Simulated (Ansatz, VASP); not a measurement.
## One calculation of MgB2, two programs

Contents of INCAR:

```
SYSTEM = MgB2
PREC     = Accurate       ! precision mode
ENCUT    = 600            ! plane-wave cutoff, eV
EDIFF    = 1E-7           ! SCF threshold, eV
ISMEAR   = -1             ! smearing method
SIGMA    = 0.05           ! smearing width, eV
LREAL    = .FALSE.        ! projectors in reciprocal space
LASPH    = .TRUE.         ! aspherical terms in the spheres
NELM     = 100            ! most SCF steps
ALGO     = Normal         ! electronic algorithm
ISIF     = 3              ! what is computed and relaxed
LWAVE    = .FALSE.        ! write WAVECAR
LCHARG   = .FALSE.        ! write CHGCAR
GGA      = B5             ! functional
ALDAX    = 1.0          
AGGAX    = 1.0          
AGGAC    = 1.0          
ALDAC    = 0.0          
IVDW     = 12             ! dispersion correction
IBRION   = 2              ! ionic algorithm
NSW      = 60             ! ionic steps
EDIFFG   = -0.01          ! ionic threshold
VDW_S6   = 1.0          
VDW_S8   = 2.6996       
VDW_A1   = 0.4298       
VDW_A2   = 4.2359
```

KPOINTS

```
regular mesh
0
G
  10 10 8
  0 0 0
```

File POSCAR:

```
MgB2
1.0
    3.0850000000      0.0000000000      0.0000000000
   -1.5425000000      2.6716883707      0.0000000000
    0.0000000000      0.0000000000      3.5230000000
Mg B
1 2
Direct
    0.0000000000      0.0000000000      0.0000000000
    0.6666666667      0.3333333333      0.5000000000
    0.3333333333      0.6666666667      0.5000000000
```

Contents of input.yaml:

```yaml
crystal:
  lattice:
    - [3.085, 0.0, 0.0]
    - [-1.5425, 2.6716883707, 0.0]
    - [0.0, 0.0, 3.523]
  atoms:
    - { symbol: Mg, position: [0.0, 0.0, 0.0] }
    - { symbol: B, position: [0.6666666667, 0.3333333333, 0.5] }
    - { symbol: B, position: [0.3333333333, 0.6666666667, 0.5] }
hamiltonian:
  xc: blyp
  pseudopotentials: { kind: paw }
  dispersion: d3bj
kpoints:
  mp_grid: { grid: [10, 10, 8] }
scf:
  occupations: { method: fermi_dirac, width: 0.05 }
output:
  forces: true
  stress: true
  eigenvalues: true
  write_density: true
  write_potential: true
  elf: true
  volumetric_format: npy
relax:
  f_tol: 0.01
  max_steps: 40
  cell: { stress_tol: 0.05 }
```

Alike in both runs: task relaxation of cell and atoms; functional BLYP; dispersion D3(BJ); k mesh 10 × 10 × 8; occupations fermi-dirac, width 0.05 eV; no spin polarisation.

|  | VASP | Ansatz |
| --- | --- | --- |
| version | VASP 6.6.1 | Ansatz 0.2.0 |
| potentials or method | VASP PAW PBE potentials, release 64 (Mg, B) | Ansatz PAW |
| plane-wave cutoff (eV) | 600 | 420 |
| valence electrons in the cell | 8 | 16 |

```csv
,VASP,Ansatz,Ansatz less VASP
"gap on the k mesh at the Fermi level, each at its own relaxed structure (eV)",none,none,-
relaxed volume (Å³/atom),9.03,9.05,+0.017
relaxed cell length with the largest relative difference (Å),3.413,3.417,+0.0040
```

VASP's potentials were made for PBE, not for BLYP. A gap of «none» marks a metal or a gap that the smearing closes. VASP's potentials hold 8 valence electrons a cell and Ansatz's 16, so a difference there can come from the potentials and not from the codes.

Noted on Ansatz's run: the plane-wave basis is chosen anew once the cell has moved, so the energies of steps on either side of that aren't comparable.
